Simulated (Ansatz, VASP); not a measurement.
**One calculation of SnTe3, two programs**

The input INCAR:

```
SYSTEM = SnTe3
  PREC = Accurate
  ENCUT = 520
  EDIFF = 1E-7
  ISMEAR = -1
  SIGMA = 0.05
  LREAL = .False.
  LASPH = .True.
  NELM = 60
  ALGO = Normal
  ISIF = 2
  LWAVE = .False.
  LCHARG = .False.
  GGA = CA
  NBANDS = 24
```

Contents of KPOINTS:

```
Automatic mesh
0
Gamma
  6 6 6
  0 0 0
```

File POSCAR:

```
SnTe3
1.0
    0.0000000000      3.8090339678      3.8090339678
    3.8090339678      0.0000000000      3.8090339678
    3.8090339678      3.8090339678      0.0000000000
Te Sn
3 1
Direct
    0.5000000000      0.5000000000      0.5000000000
    0.7500000000      0.7500000000      0.7500000000
    0.2500000000      0.2500000000      0.2500000000
    0.0000000000      0.0000000000      0.0000000000
```

input.yaml

```yaml
crystal:
  lattice:
    - [0.0, 3.8090339678, 3.8090339678]
    - [3.8090339678, 0.0, 3.8090339678]
    - [3.8090339678, 3.8090339678, 0.0]
  atoms:
    - { symbol: Te, position: [0.5, 0.5, 0.5] }
    - { symbol: Te, position: [0.75, 0.75, 0.75] }
    - { symbol: Te, position: [0.25, 0.25, 0.25] }
    - { symbol: Sn, position: [0.0, 0.0, 0.0] }
kpoints:
  mp_grid: { grid: [6, 6, 6] }
scf:
  occupations: { method: fermi_dirac, width: 0.05 }
hamiltonian:
  xc: lda
  pseudopotentials: { kind: all_electron, lapw: { basis_error: 0.002 } }
output:
  forces: true
  stress: true
  eigenvalues: true
```

Change from the starting cell: volume scaled by 0.96.

Alike in both runs: task single point; functional LDA; k mesh 6 × 6 × 6; occupations fermi-dirac, width 0.05 eV; no spin polarisation.

|  | VASP | Ansatz |
| --- | --- | --- |
| version | VASP 6.6.1 | Ansatz 0.2.0 |
| potentials or method | VASP PAW LDA potentials, release 64 (Te, Sn_d), cutoff 520 eV | all-electron LAPW, scalar-relativistic |

|  | VASP | Ansatz | Ansatz less VASP |
| --- | --- | --- | --- |
| gap on the k mesh at the Fermi level (eV) | none | none | - |
| pressure (GPa) | -1.8 | -1.8 | 0.00 |

LDA's correlation is that of Perdew and Zunger in VASP and of Perdew and Wang (1992) in Ansatz. A gap of «none» marks a metal or a gap that the smearing closes. Ansatz ran all-electron here, and VASP with PAW potentials.

Spin-orbit coupling is off throughout.
